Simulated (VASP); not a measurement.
A run of VASP 6.6.1 is set up as follows.

The input INCAR:

```
PREC = Accurate ; ENCUT = 520
EDIFF = 1E-6 ; ISMEAR = -1
SIGMA = 0.02 ; LREAL = Auto
LASPH = T ; NELM = 80
ALGO = Normal ; ISIF = 2
LWAVE = F ; LCHARG = F
GGA = PE ; NBANDS = 22
```

File KPOINTS:

```
regular mesh
0
Gamma
  6 6 6
```

Contents of POSCAR:

```
H
1.0
   -3.3830689400      3.3830689400     -4.1169479800
   -3.3830689400     -3.3830689400      4.1169479800
    3.3830689400      3.3830689400      4.1169479800
H
16
Direct
    0.4993416452      0.0443055088      0.4955876927
    0.5557574301      0.4122481243      0.5216504016
    0.1133520724      0.9594223774      0.5414296604
    0.9566016157      0.4930915466      0.4805815047
    0.5629902865      0.0354680661      0.0314721032
    0.3866458793      0.4332332058      0.8738899580
    0.9474916299      0.9888460979      0.8632047934
    0.9421616676      0.5166054244      0.9244536391
    0.3843494723      0.4336520601      0.9904573854
    0.4153412523      0.9782630988      0.9762899816
    0.0550686127      0.6249765049      0.0531908161
    0.9662452448      0.0332789658      0.9889618182
    0.5440824788      0.4700181896      0.6291116860
    0.6311716082      0.0473899811      0.5399261227
    0.0639022713      0.5884827383      0.6155787071
    0.9754968329      0.9407181100      0.4742137297
```

Potentials or basis: VASP PAW PBE potentials, release 64 (H).

Command:

```console
$ cat potpaw_PBE.64/H/POTCAR > POTCAR
$ mpirun -np 1 vasp_std > vasp.out
```

Question: Estimate the pressure.

Answer: 0.9 GPa.

Question: What does it give for the band gap on the k mesh?

Answer: 8.60 eV (least direct gap 8.71 eV).

Question: What does it give for the largest force?

Answer: 1.082 eV/Å.

Stress tensor (GPa, compression positive):
```
 0.93 -0.29  0.03
-0.29  1.33 -0.27
 0.03 -0.27  0.48
```

Caveat: the atoms stand as in a frame of molecular dynamics; this functional lacks dispersion, which holds the molecules together, so the pressure and a relaxed volume are unreliable; forces of over 1 eV/Å act on the atoms, so gaps and moduli don't describe the material at rest. A k mesh can miss the band edges.
